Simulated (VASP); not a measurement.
Runs of VASP 6.6.1 on FeNi3. The structure is that of space group Pm-3m (No. 221), or close to it. The cells are those of the table. 

```csv
cell,gap on the mesh (eV),pressure (GPa),moment (μB)
"a = 3.497 Å, 4 atoms",none,-1.7,(a)
"a = 3.490 Å, 4 atoms",none,(b),4.68
"a = 3.464 Å, 4 atoms",none,4.8,4.61
"a = 3.478 Å, 4 atoms",none,(c),4.65
"a = 3.489 Å, 4 atoms",none,-0.1,4.67
```

Alike in all rows: task single point; level PBEsol; potentials or basis VASP PAW PBE potentials, release 64 (Ni, Fe); spin collinear, ferromagnetic start; k mesh 8 × 8 × 8; cutoff (eV) 520; smearing fermi-dirac 0.05 eV.

Fill in the values left out.

(a) 4.69; (b) -0.4; (c) 1.8.

Caveats: the PAW data sets were made with another functional, which shifts forces and pressure a little; the cell stands under pressure (at least some runs).

A gap of «none» marks levels without a gap at the run's occupations.
